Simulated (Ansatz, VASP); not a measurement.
# CdS: VASP beside Ansatz

The input POSCAR:

```
CdS
1.0
    4.2325706819      0.0000000000      0.0000000000
   -2.1162803745      3.6655122739      0.0000000000
    0.0000000000      0.0000000000      5.7652146652
Cd S
1 1
Direct
    0.0000000000      0.0000000000      0.4426900000
    0.6666666667      0.3333333333      0.4343100000
```

INCAR.step1

```
PREC = Accurate
ENCUT = 700
ISMEAR = -1
SIGMA = 0.1
LREAL = F
LASPH = T
NELM = 120
NBANDS = 20
GGA = PE
ALGO = Normal
EDIFF = 1E-5
LWAVE = T
LCHARG = F
GGA_COMPAT = F
```

The input INCAR.step2:

```
PREC = Accurate
ENCUT = 700
EDIFF = 1E-6
ISMEAR = -1
SIGMA = 0.1
LREAL = F
LASPH = T
NELM = 120
ALGO = Normal
ISIF = 2
LWAVE = F
LCHARG = F
METAGGA = R2SCAN
LMIXTAU = T
NBANDS = 20
ISTART = 1
GGA_COMPAT = F
```

Contents of KPOINTS:

```
regular mesh
0
Gamma
  6 6 4
```

Input for Ansatz:

```yaml
crystal:
  lattice:
    - [4.232570681910088, 0.0, 0.0]
    - [-2.1162803745131025, 3.6655122738682477, 0.0]
    - [0.0, 0.0, 5.7652146651793]
  atoms:
    - { symbol: Cd, position: [0.0, 0.0, 0.44269] }
    - { symbol: S, position: [0.6666666666666666, 0.3333333333333333, 0.43431] }
basis:
  ecutwfc: 500.0
kpoints:
  mp_grid:
    grid: [6, 6, 4]
hamiltonian:
  xc: r2scan
scf:
  occupations:
    method: fermi_dirac
output:
  stress: true
```

Alike in both runs: task single point; functional r2SCAN; k mesh 6 × 6 × 4; no spin polarisation.

|  | VASP | Ansatz |
| --- | --- | --- |
| version | VASP 6.6.1 | Ansatz 0.2.0 |
| potentials or method | VASP PAW PBE potentials, release 64 (Cd_sv_GW, S), cutoff 700 eV | plane waves, PAW |
| occupations | fermi-dirac, width 0.1 eV | fermi-dirac |
| valence electrons in the cell | 26 | 26 |

|  | VASP | Ansatz | Ansatz less VASP |
| --- | --- | --- | --- |
| pressure (GPa) | -0.3 | -0.3 | +0.06 |
| traceless stress, the component that is largest in VASP (GPa) | 0.22 | 0.18 | -0.041 |

VASP's potentials were made for PBE, not for r2SCAN. Ansatz's warnings: structure snapped to symmetry.
